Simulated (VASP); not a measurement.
# Os (P6_3/mmc) in VASP: single point with r2SCAN

Aim: the single point of Os with r2SCAN.

Everything below comes from runs of VASP 6.6.1. Logs are shortened: lines on timing, memory, paths and dates and some standing lists are left out, and cuts for length are marked.

### 1 The cell of the first run

The structure is hexagonal, space group P6_3/mmc (No. 194). Conventional cell: a = 2.739 Å, b = 2.739 Å, c = 4.326 Å, α = 90.00°, β = 90.00°, γ = 120.00°. Os (site symmetry -6m2) has 12 Os at 2.68 to 2.74 Å within 3.5 Å.

### 2 Single point, r2SCAN

POSCAR

```
Os
1.0
    2.7393373500      0.0000000000      0.0000000000
   -1.3696686700      2.3723330400      0.0000000000
    0.0000000000      0.0000000000      4.3255330500
Os
2
Direct
    0.3333300000      0.6666700000      0.2500000000
    0.6666600000      0.3333300000      0.7500000000
```

INCAR.step1

```
SYSTEM = Os
PREC = Accurate ; ENCUT = 550
ISMEAR = -1 ; SIGMA = 0.0628
LREAL = .False. ; LASPH = .True.
NELM = 120 ; NBANDS = 23
GGA = PE ; ALGO = Normal
EDIFF = 1E-5 ; LWAVE = .True.
LCHARG = .False. ; GGA_COMPAT = .False.
```

INCAR.step2

```
SYSTEM = Os
PREC = Accurate ; ENCUT = 550
EDIFF = 1E-6 ; ISMEAR = -1
SIGMA = 0.0628 ; LREAL = .False.
LASPH = .True. ; NELM = 120
ALGO = Normal ; ISIF = 2
LWAVE = .False. ; LCHARG = .False.
METAGGA = R2SCAN ; LMIXTAU = .True.
NBANDS = 23 ; ISTART = 1
GGA_COMPAT = .False.
```

KPOINTS

```
Automatic mesh
0
Gamma
  14 14 8
  0 0 0
```

Potentials or basis: VASP PAW PBE potentials, release 64 (Os_sv_GW).

The run is started by

```
cat potpaw_PBE.64/Os_sv_GW/POTCAR > POTCAR
cp INCAR.step1 INCAR
mpirun -np 1 vasp_std > vasp.out
cp INCAR.step2 INCAR
mpirun -np 1 vasp_std > vasp.out
```

OUTCAR:

```text
SYSTEM = Os
   PREC = Accurate
   ENCUT = 550
   EDIFF = 1E-6
   ISMEAR = -1
   LREAL = .False.
   LASPH = .True.
   NELM = 120
   ISIF = 2
   METAGGA = R2SCAN
   ISTART = 1

 ion  position               nearest neighbor table
   1  0.333  0.667  0.250-   2 2.68   2 2.68   2 2.68   2 2.68   2 2.68   2 2.68
   2  0.667  0.333  0.750-   1 2.68   1 2.68   1 2.68   1 2.68   1 2.68   1 2.68

  LATTYP: Found a hexagonal cell.
 ALAT       =     2.7393373500
 C/A-ratio  =     1.5790435778

  Lattice vectors:

 A1 = (   2.7393373500,   0.0000000000,   0.0000000000)
 A2 = (  -1.3696686700,   2.3723330400,   0.0000000000)
 A3 = (   0.0000000000,   0.0000000000,   4.3255330500)

Analysis of symmetry for initial positions (statically):
=====================================================================
 Subroutine PRICEL returns:
 Original cell was already a primitive cell.

 Routine SETGRP: Setting up the symmetry group for a
 hexagonal supercell.

 Subroutine GETGRP returns: Found  8 space group operations
 (whereof  2 operations were pure point group operations)
 out of a pool of 24 trial point group operations.

The static configuration has the point symmetry C_2 .
 The point group associated with its full space group is D_2h.

Analysis of symmetry for dynamics (positions and initial velocities):
=====================================================================
 Subroutine PRICEL returns:
 Original cell was already a primitive cell.

 Routine SETGRP: Setting up the symmetry group for a
 hexagonal supercell.

 Subroutine GETGRP returns: Found  8 space group operations
 (whereof  2 operations were pure point group operations)
 out of a pool of 24 trial point group operations.

The dynamic configuration has the point symmetry C_2 .
 The point group associated with its full space group is D_2h.

 Subroutine INISYM returns: Found  8 space group operations
 (whereof  2 operations are pure point group operations),
 and found     1 'primitive' translations

----------------------------------------------------------------------------------------

                                     Primitive cell

  volume of cell :      28.1100

  direct lattice vectors                    reciprocal lattice vectors
     2.739337350  0.000000000  0.000000000     0.365051789  0.210762987  0.000000000
    -1.369668670  2.372333040  0.000000000     0.000000000  0.421525976  0.000000000
     0.000000000  0.000000000  4.325533050     0.000000000  0.000000000  0.231185380

  length of vectors
     2.739337350  2.739335014  4.325533050     0.421525616  0.421525976  0.231185380

  position of ions in fractional coordinates (direct lattice)
     0.333330000  0.666670000  0.250000000
     0.666660000  0.333330000  0.750000000

  ion indices of the primitive-cell ions
   primitive index   ion index
                 1           1
                 2           2

----------------------------------------------------------------------------------------

 KPOINTS: Automatic mesh

Automatic generation of k-mesh.
 Grid dimensions read from file:
 generate k-points for:   14   14    8

 Generating k-lattice:

  Cartesian coordinates                     Fractional coordinates (reciprocal lattice)
     0.026075128  0.015054499  0.000000000     0.071428571  0.000000000  0.000000000
     0.000000000  0.030108998  0.000000000     0.000000000  0.071428571  0.000000000
     0.000000000  0.000000000  0.028898172     0.000000000  0.000000000  0.125000000

  Length of vectors
     0.030108973  0.030108998  0.028898172

  Shift w.r.t. Gamma in fractional coordinates (k-lattice)
     0.000000000  0.000000000  0.000000000

 Subroutine IBZKPT returns following result:
 ===========================================

 Found    285 irreducible k-points:

 Following reciprocal coordinates:
            Coordinates               Weight
  0.000000  0.000000  0.000000      1.000000
  0.071429 -0.000000  0.000000      4.000000
  0.000000  0.071429  0.000000      2.000000
  0.142857  0.000000  0.000000      4.000000
  0.000000  0.142857  0.000000      2.000000
  0.214286 -0.000000  0.000000      4.000000
[... 16 lines left out ...]
 -0.285714  0.214286  0.000000      4.000000
  0.285714  0.071429  0.000000      4.000000
 [... further k-points ...]
   k-points           NKPTS =    285   k-points in BZ     NKDIM =    285   number of bands    NBANDS=     23
   number of dos      NEDOS =    301   number of ions     NIONS =      2
   total plane-waves  NPLWV =  20736
   dimension x,y,z NGX =    24 NGY =   24 NGZ =   36
   dimension x,y,z NGXF=    48 NGYF=   48 NGZF=   72
   ions per type =               2
   NGX,Y,Z   is equivalent  to a cutoff of  14.57, 14.57, 13.84 a.u.
   NGXF,Y,Z  is equivalent  to a cutoff of  29.13, 29.13, 27.67 a.u.
 SYSTEM =  Os
   PREC   = accura    normal or accurate (medium, high low for compatibility)
   ISTART =      1    job   : 0-new  1-cont  2-samecut
   ICHARG =      0    charge: 1-file 2-atom 10-const
   ISPIN  =      1    spin polarized calculation?
   LNONCOLLINEAR =      F non collinear calculations
   LSORBIT =      F    spin-orbit coupling
   LASPH  =      T    aspherical Exc in radial PAW
   ENCUT  =  550.0 eV  40.42 Ry    6.36 a.u.   5.24  5.24  8.27*2*pi/ulx,y,z
   NELM   =    120;   NELMIN=  2; NELMDL=  0     # of ELM steps
   EDIFF  = 0.1E-05   stopping-criterion for ELM
   LREAL  =      F    real-space projection
   EDIFFG = 0.1E-04   stopping-criterion for IOM
   NSW    =      0    number of steps for IOM
   IBRION =     -1    ionic relax: 0-MD 1-quasi-New 2-CG
   NFREE  =      0    steps in history (QN), initial steepest desc. (CG)
   ISIF   =      2    stress and relaxation
   ISYM   =      2    0-nonsym 1-usesym 2-fastsym
   POTIM  = 0.5000    time-step for ionic-motion
   TEBEG  =    0.0;   TEEND  =   0.0 temperature during run
   PSTRESS=    0.0 pullay stress
   NELECT =      32.0000    total number of electrons
   NUPDOWN=      -1.0000    fix difference up-down
   EMIN   =  10.00;   EMAX   =-10.00  energy-range for DOS
   EFERMI =   0.00;   METHOD = LEGACY
   ISMEAR =    -1;   SIGMA  =   0.06  broadening in eV -4-tet -1-fermi 0-gaus
   EFERMI_NEDOS =   21; number of points for ismear=-14 and -15
   IALGO  =     38    algorithm
   IMIX   =      4    mixing-type and parameters
     AMIX     =   0.40;   BMIX     =  1.00
     AMIX_MAG =   1.60;   BMIX_MAG =  1.00
  volume/ion in A,a.u.               =      14.05        94.85
  Fermi-wavevector in a.u.,A,eV,Ry     =   1.709377  3.230254 39.755817  2.921970
  Thomas-Fermi vector in A             =   2.787872
   LORBIT       =      0    0 simple, 1 ext, 2 COOP (PROOUT), +10 PAW based schemes
   METAGGA = R2SCAN    functional components
   LHFCALC =     F    Hartree Fock is set to
   AEXX    =    0.0000 exact exchange contribution
   IVDW    =     0    specifies the selected vdW correction
   LEPSILON=     F    determine dielectric tensor
   LRPA    =     F    only Hartree local field effects (RPA)
 non-spin polarized calculation
  energy-cutoff  :      550.00
  volume of cell :       28.11
 maximum number of plane-waves:       840
 NGX is ok and might be reduce to    24
   NGX = 11   NGY = 11   NGZ = 17

 number of electron      32.0000000 magnetization

 Free energy of the ion-electron system (eV)
  ---------------------------------------------------
  ext. energy  EPLUGINS =         0.00000000
  ---------------------------------------------------
  free energy    TOTEN  =      -108.17935854 eV

  energy without entropy =     -108.16032729  energy(sigma->0) =     -108.16984291

 E-fermi :  13.5214     XC(G=0): -15.9890

 val. band max:       13.5213330796   @ k =  -0.0714   0.2143   0.3750
 cond. band min:      13.5265159531   @ k =  -0.1429   0.0714   0.3750
 fundamental gap:      0.0051828735
 Fermi energy:        13.5214129290

 k-point     1 :       0.0000    0.0000    0.0000
  band No.  band energies     occupation
      1     -75.2614      2.00000
      2     -75.1341      2.00000
      3     -34.6355      2.00000
      4     -33.6476      2.00000
      5     -33.6476      2.00000
      6     -33.4601      2.00000
[... 15 lines left out ...]
     22      27.4862      0.00000
     23      29.9870      0.00000

 k-point     2 :       0.0714   -0.0000    0.0000
  band No.  band energies     occupation
      1     -75.2567      2.00000
      2     -75.1322      2.00000
      3     -34.6170      2.00000
      4     -33.6863      2.00000
      5     -33.6609      2.00000
      6     -33.5012      2.00000
[... 15 lines left out ...]
     22      27.9327      0.00000
     23      30.2622      0.00000

 k-point     3 :       0.0000    0.0714    0.0000
  band No.  band energies     occupation
      1     -75.2567      2.00000
      2     -75.1322      2.00000
      3     -34.6170      2.00000
      4     -33.6863      2.00000
      5     -33.6609      2.00000
      6     -33.5012      2.00000
[... 15 lines left out ...]
     22      27.9327      0.00000
     23      30.2622      0.00000

 k-point     4 :       0.1429    0.0000    0.0000
  band No.  band energies     occupation
      1     -75.2438      2.00000
      2     -75.1279      2.00000
      3     -34.5634      2.00000
      4     -33.7970      2.00000
      5     -33.6977      2.00000
      6     -33.6148      2.00000
[... 15 lines left out ...]
     22      29.0450      0.00000
     23      30.8594      0.00000

 k-point     5 :       0.0000    0.1429    0.0000
  band No.  band energies     occupation
      1     -75.2438      2.00000
      2     -75.1279      2.00000
      3     -34.5634      2.00000
      4     -33.7970      2.00000
      5     -33.6977      2.00000
      6     -33.6148      2.00000
[... 434 lines left out ...]
 k-point    22 :      -0.0714    0.2857    0.0000
  band No.  band energies     occupation
      1     -75.2110      2.00000
      2     -75.1180      2.00000
      3     -34.4174      2.00000
      4     -34.0424      2.00000
      5     -33.9058      2.00000
      6     -33.7603      2.00000
[... 15 lines left out ...]
     22      27.9439      0.00000
     23      29.7996      0.00000

 k-point    23 :      -0.2857    0.2143    0.0000
  band No.  band energies     occupation
      1     -75.2110      2.00000
      2     -75.1180      2.00000
      3     -34.4174      2.00000
      4     -34.0424      2.00000
      5     -33.9058      2.00000
      6     -33.7603      2.00000
[... 15 lines left out ...]
     22      27.9439      0.00000
     23      29.7938      0.00000

 k-point    24 :       0.2857    0.0714    0.0000
  band No.  band energies     occupation
      1     -75.1885      2.00000
      2     -75.1137      2.00000
      3     -34.3081      2.00000
      4     -34.2080      2.00000
      5     -34.0419      2.00000
      6     -33.8324      2.00000
[... 15 lines left out ...]
     22      25.2522      0.00000
     23      27.8569      0.00000

 [... further k-points ...]
[... 5 lines left out ...]
  --------------------------------------------------------------------------------------
  -------------------------------------------------------------------------------------
  Total       -0.4573705     -0.4571522     -0.7151228     -0.0000000      0.0000000      0.0000000
  in kB      -26.0686122    -26.0561699    -40.7596438     -0.0000001      0.0000000      0.0000000
  external PRESSURE =     -30.9614753 kB  Pullay stress =       0.0000000 kB

 VOLUME and BASIS-vectors are now :
 -----------------------------------------------------------------------------
  energy-cutoff  :      550.00
  volume of cell :       28.11
      direct lattice vectors                 reciprocal lattice vectors
     2.739337350  0.000000000  0.000000000     0.365051789  0.210762987  0.000000000
    -1.369668670  2.372333040  0.000000000     0.000000000  0.421525976  0.000000000
     0.000000000  0.000000000  4.325533050     0.000000000  0.000000000  0.231185380

 POSITION                                       TOTAL-FORCE (eV/Angst)
 -----------------------------------------------------------------------------------
     -0.00001      1.58156      1.08138        -0.000000     -0.000139      0.000000
      1.36965      0.79077      3.24415         0.000000      0.000139     -0.000000
 -----------------------------------------------------------------------------------
    total drift:                                0.000000     -0.000000     -0.000000

  FREE ENERGIE OF THE ION-ELECTRON SYSTEM (eV)
  ---------------------------------------------------
  free  energy   TOTEN  =      -108.1793585351 eV

  energy  without entropy=     -108.1603272907  energy(sigma->0) =     -108.16984291
```

Run time: 10 min. Hardware: 1 thread of AMD EPYC 7R13 (Zen 3), shared host; peak memory 0.27 GiB.

Results:

```yaml
Free_energy: -108.1794 eV
Pressure: -3.1 GPa
Band_gap_on_the_k_mesh: zero (bands 16 and 17 overlap by 3.89 eV)
```

Stress tensor (GPa, compression positive):
```
-2.61  0.00  0.00
 0.00 -2.61  0.00
 0.00  0.00 -4.08
```

Levels at points of the mesh, in eV from the Fermi level:
```
           k point  band 14  band 15  band 16  band 17  band 18  band 19
(0.00, 0.00, 0.00)    -2.31    -2.31    -1.66    -1.66    -0.05     1.72
(0.50, 0.00, 0.00)    -2.72    -1.96     2.08     2.66     2.78     4.54
(0.00, 0.50, 0.00)    -2.72    -1.96     2.08     2.66     2.78     4.54
(0.00, 0.00, 0.50)    -3.38    -3.38    -3.38     0.90     0.90     0.90
(0.50, 0.00, 0.50)    -1.29    -0.24    -0.24     2.43     2.43     3.38
(0.00, 0.50, 0.50)    -1.29    -0.24    -0.24     2.43     2.43     3.38
```

Caveat: the cell stands under tension; the PAW data sets were made with another functional, which shifts forces and pressure a little; spin-orbit coupling is left out, which moves the levels of the heavy elements.
